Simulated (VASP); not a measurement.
# Ta2AlN2 (P6/mmm) in VASP: single point with PBE

Aim: the single point of Ta2AlN2 with PBE.

Program: VASP 6.6.1. These are calculated values, not measurements. Logs are shortened: lines on timing, memory, paths and dates and some standing lists are left out, and cuts for length are marked.

**1. The cell of the first run**

The structure is hexagonal, space group P6/mmm (No. 191). Conventional cell: a = 4.724 Å, b = 4.724 Å, c = 3.992 Å, α = 90.00°, β = 90.00°, γ = 120.00°. Ta (site symmetry -6m2) has 2 N at 2.00 Å within 2.6 Å. Within 3.6 Å of Al (site symmetry 6/mmm) lie 6 N at 2.73 Å and 12 Ta at 3.38 Å. N (site symmetry -6m2) has 2 Ta at 2.00 Å within 2.6 Å.

The cell was generated, and may not be a known phase.

**2. Single point, PBE, collinear spin**

The input, INCAR:

```
ALGO = Normal ; EDIFF = 1E-6
ENCUT = 700 ; GGA = PE
GGA_COMPAT = False ; ISIF = 2
ISMEAR = 0 ; ISPIN = 2
LASPH = True ; LCHARG = True
LELF = True ; LMAXMIX = 4
LORBIT = 11 ; LREAL = False
LVHAR = True ; LWAVE = False
MAGMOM = 1 1 0 0 0 ; NBANDS = 32
NELM = 200 ; PREC = Accurate
SIGMA = 0.1
```

The input, KPOINTS:

```
k-points
0
Gamma
  6 6 4
```

The input, POSCAR:

```
Ta2AlN2
1.0
    4.7236345654      0.0000000000      0.0000000000
   -2.3618172827      4.0907875318      0.0000000000
    0.0000000000      0.0000000000      3.9920088403
Ta Al N
2 1 2
Direct
    0.3333333333      0.6666666667      0.5000000000
    0.6666666667      0.3333333333      0.5000000000
    0.0000000000      0.0000000000      0.0000000000
    0.3333333333      0.6666666667      0.0000000000
    0.6666666667      0.3333333333      0.0000000000
```

Potentials or basis: VASP PAW PBE potentials, release 64 (Ta_sv_GW, Al, N).

Launch:

```sh
$ cat potpaw_PBE.64/Ta_sv_GW/POTCAR potpaw_PBE.64/Al/POTCAR potpaw_PBE.64/N/POTCAR > POTCAR
$ mpirun -np 1 vasp_std > vasp.out
```

OUTCAR:

```text
EDIFF = 1E-6
   ENCUT = 700
   GGA = PE
   ISIF = 2
   ISMEAR = 0
   ISPIN = 2
   LASPH = True
   LORBIT = 11
   LREAL = False
   NELM = 200
   PREC = Accurate

 ion  position               nearest neighbor table
   1  0.333  0.667  0.500-   4 2.00   4 2.00   2 2.73   2 2.73   2 2.73
   2  0.667  0.333  0.500-   5 2.00   5 2.00   1 2.73   1 2.73   1 2.73
   3  0.000  0.000  0.000-
   4  0.333  0.667  0.000-   1 2.00   1 2.00
   5  0.667  0.333  0.000-   2 2.00   2 2.00

  LATTYP: Found a hexagonal cell.
 ALAT       =     4.7236345654
 C/A-ratio  =     0.8451138176

  Lattice vectors:

 A1 = (   4.7236345654,   0.0000000000,   0.0000000000)
 A2 = (  -2.3618172827,   4.0907875318,   0.0000000000)
 A3 = (   0.0000000000,   0.0000000000,   3.9920088403)

Analysis of symmetry for initial positions (statically):
=====================================================================
 Subroutine PRICEL returns:
 Original cell was already a primitive cell.

 Routine SETGRP: Setting up the symmetry group for a
 hexagonal supercell.

 Subroutine GETGRP returns: Found 24 space group operations
 (whereof 24 operations were pure point group operations)
 out of a pool of 24 trial point group operations.

The static configuration has the point symmetry D_6h.

Analysis of symmetry for dynamics (positions and initial velocities):
=====================================================================
 Subroutine PRICEL returns:
 Original cell was already a primitive cell.

 Routine SETGRP: Setting up the symmetry group for a
 hexagonal supercell.

 Subroutine GETGRP returns: Found 24 space group operations
 (whereof 24 operations were pure point group operations)
 out of a pool of 24 trial point group operations.

The dynamic configuration has the point symmetry D_6h.

Analysis of structural, dynamic, and magnetic symmetry:
=====================================================================
 Subroutine PRICEL returns:
 Original cell was already a primitive cell.

 Routine SETGRP: Setting up the symmetry group for a
 hexagonal supercell.

 Subroutine GETGRP returns: Found 24 space group operations
 (whereof 24 operations were pure point group operations)
 out of a pool of 24 trial point group operations.

The overall configuration has the point symmetry D_6h.

 Subroutine INISYM returns: Found 24 space group operations
 (whereof 24 operations are pure point group operations),
 and found     1 'primitive' translations

----------------------------------------------------------------------------------------

                                     Primitive cell

  volume of cell :      77.1391

  direct lattice vectors                    reciprocal lattice vectors
     4.723634565  0.000000000  0.000000000     0.211701389  0.122225854  0.000000000
    -2.361817283  4.090787532  0.000000000     0.000000000  0.244451708  0.000000000
     0.000000000  0.000000000  3.992008840     0.000000000  0.000000000  0.250500447

  length of vectors
     4.723634565  4.723634565  3.992008840     0.244451708  0.244451708  0.250500447

  position of ions in fractional coordinates (direct lattice)
     0.333333333  0.666666667  0.500000000
     0.666666667  0.333333333  0.500000000
     0.000000000  0.000000000  0.000000000
     0.333333333  0.666666667  0.000000000
     0.666666667  0.333333333  0.000000000

  ion indices of the primitive-cell ions
   primitive index   ion index
                 1           1
                 2           2
                 3           3
                 4           4
                 5           5

----------------------------------------------------------------------------------------

 KPOINTS: k-points

Automatic generation of k-mesh.
 Grid dimensions read from file:
 generate k-points for:    6    6    4

 Generating k-lattice:

  Cartesian coordinates                     Fractional coordinates (reciprocal lattice)
     0.035283565  0.020370976  0.000000000     0.166666667  0.000000000  0.000000000
     0.000000000  0.040741951  0.000000000     0.000000000  0.166666667  0.000000000
     0.000000000  0.000000000  0.062625112     0.000000000  0.000000000  0.250000000

  Length of vectors
     0.040741951  0.040741951  0.062625112

  Shift w.r.t. Gamma in fractional coordinates (k-lattice)
     0.000000000  0.000000000  0.000000000

 Subroutine IBZKPT returns following result:
 ===========================================

 Found     21 irreducible k-points:

 Following reciprocal coordinates:
            Coordinates               Weight
  0.000000  0.000000  0.000000      1.000000
  0.166667  0.000000  0.000000      6.000000
  0.333333  0.000000  0.000000      6.000000
  0.500000  0.000000  0.000000      3.000000
  0.166667  0.166667  0.000000      6.000000
  0.333333  0.166667  0.000000     12.000000
[... 13 lines left out ...]
  0.333333  0.166667  0.500000     12.000000
  0.333333  0.333333  0.500000      2.000000
   k-points           NKPTS =     21   k-points in BZ     NKDIM =     21   number of bands    NBANDS=     32
   number of dos      NEDOS =    301   number of ions     NIONS =      5
   total plane-waves  NPLWV =  63504
   dimension x,y,z NGX =    42 NGY =   42 NGZ =   36
   dimension x,y,z NGXF=    84 NGYF=   84 NGZF=   72
   ions per type =               2   1   2
   NGX,Y,Z   is equivalent  to a cutoff of  14.78, 14.78, 14.99 a.u.
   NGXF,Y,Z  is equivalent  to a cutoff of  29.56, 29.56, 29.98 a.u.
 SYSTEM =  unknown system
   PREC   = accura    normal or accurate (medium, high low for compatibility)
   ISTART =      0    job   : 0-new  1-cont  2-samecut
   ICHARG =      2    charge: 1-file 2-atom 10-const
   ISPIN  =      2    spin polarized calculation?
   LNONCOLLINEAR =      F non collinear calculations
   LSORBIT =      F    spin-orbit coupling
   LASPH  =      T    aspherical Exc in radial PAW
   ENCUT  =  700.0 eV  51.45 Ry    7.17 a.u.  10.19 10.19  8.61*2*pi/ulx,y,z
   NELM   =    200;   NELMIN=  2; NELMDL= -5     # of ELM steps
   EDIFF  = 0.1E-05   stopping-criterion for ELM
   LREAL  =      F    real-space projection
   EDIFFG = 0.1E-04   stopping-criterion for IOM
   NSW    =      0    number of steps for IOM
   IBRION =     -1    ionic relax: 0-MD 1-quasi-New 2-CG
   NFREE  =      0    steps in history (QN), initial steepest desc. (CG)
   ISIF   =      2    stress and relaxation
   ISYM   =      2    0-nonsym 1-usesym 2-fastsym
   POTIM  = 0.5000    time-step for ionic-motion
   TEBEG  =    0.0;   TEEND  =   0.0 temperature during run
   PSTRESS=    0.0 pullay stress
   NELECT =      39.0000    total number of electrons
   NUPDOWN=      -1.0000    fix difference up-down
   EMIN   =  10.00;   EMAX   =-10.00  energy-range for DOS
   EFERMI =   0.00;   METHOD = LEGACY
   ISMEAR =     0;   SIGMA  =   0.10  broadening in eV -4-tet -1-fermi 0-gaus
   EFERMI_NEDOS =   21; number of points for ismear=-14 and -15
   IALGO  =     38    algorithm
   IMIX   =      4    mixing-type and parameters
     AMIX     =   0.40;   BMIX     =  1.00
     AMIX_MAG =   1.60;   BMIX_MAG =  1.00
  volume/ion in A,a.u.               =      15.43       104.11
  Fermi-wavevector in a.u.,A,eV,Ry     =   1.304182  2.464546 23.142015  1.700890
  Thomas-Fermi vector in A             =   2.435135
   LORBIT       =     11    0 simple, 1 ext, 2 COOP (PROOUT), +10 PAW based schemes
   GGA     = PE    functional components
   LHFCALC =     F    Hartree Fock is set to
   AEXX    =    0.0000 exact exchange contribution
   IVDW    =     0    specifies the selected vdW correction
   LEPSILON=     F    determine dielectric tensor
   LRPA    =     F    only Hartree local field effects (RPA)
 spin polarized calculation
 Gauss-broadening in eV      SIGMA  =   0.10
  energy-cutoff  :      700.00
  volume of cell :       77.14
 maximum number of plane-waves:      3284
 NGX is ok and might be reduce to    42
   NGX = 21   NGY = 21   NGZ = 17

 number of electron      38.9999997 magnetization       0.0039671

 number of electron      38.9999997 magnetization      -0.0000589

 Free energy of the ion-electron system (eV)
  ---------------------------------------------------
  ext. energy  EPLUGINS =         0.00000000
  ---------------------------------------------------
  free energy    TOTEN  =       -46.13898123 eV

  energy without entropy =      -46.11168393  energy(sigma->0) =      -46.12533258

 E-fermi :   7.2399     XC(G=0): -11.3162

 val. band max:        7.2388179956   @ k =   0.1667   0.0000   0.2500
 cond. band min:       7.2438724056   @ k =   0.3333   0.1667   0.0000
 fundamental gap:      0.0050544100
 Fermi energy:         7.2399065430

 spin component 1

 k-point     1 :       0.0000    0.0000    0.0000
  band No.  band energies     occupation
      1     -60.1729      1.00000
      2     -60.0382      1.00000
      3     -27.0393      1.00000
      4     -27.0393      1.00000
      5     -26.8048      1.00000
      6     -26.5965      1.00000
[... 703 lines left out ...]
     30      13.9161      0.00000
     31      16.9960      0.00000
 Fermi energy:         7.2399065430

 spin component 2

 k-point     1 :       0.0000    0.0000    0.0000
  band No.  band energies     occupation
      1     -60.1730      1.00000
      2     -60.0383      1.00000
      3     -27.0394      1.00000
      4     -27.0394      1.00000
      5     -26.8048      1.00000
      6     -26.5965      1.00000
[... 703 lines left out ...]
     30      13.9161      0.00000
     31      16.9960      0.00000
 [bands above 31 left out]

------------------------ aborting loop because EDIFF is reached ----------------------------------------

  FORCE on cell =-STRESS in cart. coord.  units (eV):
  Direction    XX          YY          ZZ          XY          YZ          ZX
  --------------------------------------------------------------------------------------
  -------------------------------------------------------------------------------------
  Total       -0.0799461     -0.0799461      0.1197516      0.0000000      0.0000000     -0.0000000
  in kB       -1.6604771     -1.6604771      2.4872379      0.0000000      0.0000000     -0.0000000
  external PRESSURE =      -0.2779054 kB  Pullay stress =       0.0000000 kB

 VOLUME and BASIS-vectors are now :
 -----------------------------------------------------------------------------
  energy-cutoff  :      700.00
  volume of cell :       77.14
      direct lattice vectors                 reciprocal lattice vectors
     4.723634565  0.000000000  0.000000000     0.211701389  0.122225854  0.000000000
    -2.361817283  4.090787532  0.000000000     0.000000000  0.244451708  0.000000000
     0.000000000  0.000000000  3.992008840     0.000000000  0.000000000  0.250500447

 POSITION                                       TOTAL-FORCE (eV/Angst)
 -----------------------------------------------------------------------------------
     -0.00000      2.72719      1.99600        -0.000000     -0.000000      0.000000
      2.36182      1.36360      1.99600         0.000000      0.000000     -0.000000
      0.00000      0.00000      0.00000        -0.000000     -0.000000      0.000000
     -0.00000      2.72719      0.00000         0.000000      0.000000      0.000000
      2.36182      1.36360      0.00000        -0.000000     -0.000000      0.000000
 -----------------------------------------------------------------------------------
    total drift:                               -0.000000      0.000000     -0.000000

  FREE ENERGIE OF THE ION-ELECTRON SYSTEM (eV)
  ---------------------------------------------------
  free  energy   TOTEN  =       -46.1389812275 eV

  energy  without entropy=      -46.1116839292  energy(sigma->0) =      -46.12533258

 total charge

# of ion       s       p       d       f       tot
--------------------------------------------------
    1        3.486   6.025   2.420   0.080  12.010
    2        3.486   6.025   2.420   0.080  12.010
    3        0.374   0.207   0.000   0.000   0.581
    4        1.306   2.325   0.000   0.000   3.631
    5        1.306   2.325   0.000   0.000   3.631
--------------------------------------------------
tot          9.958  16.907   4.840   0.160  31.864

 magnetization (x)

# of ion       s       p       d       f       tot
--------------------------------------------------
    1       -0.000  -0.000  -0.000   0.000  -0.000
    2       -0.000  -0.000  -0.000   0.000  -0.000
    3        0.000  -0.000   0.000   0.000  -0.000
    4        0.000   0.000   0.000   0.000   0.000
    5        0.000   0.000   0.000   0.000   0.000
--------------------------------------------------
tot         -0.000   0.000  -0.000   0.000   0.000
```

Wall time 2.7 min (1 thread of Intel Xeon Platinum 8559C (Emerald Rapids), shared host); peak memory 0.38 GiB.

Results:

- Free energy: -46.1390 eV
- Pressure: 0.0 GPa
- Net moment: 0.00 μB per cell
- Valence electrons inside the program's atomic spheres: Ta 12.01; Al 0.58; N 3.63

Stress tensor (GPa, compression positive):
```
-0.17  0.00  0.00
 0.00 -0.17  0.00
 0.00  0.00  0.25
```

Caveat: the k points lie up to 0.39 Å⁻¹ apart; spin-orbit coupling is left out, which moves the levels of the heavy elements.
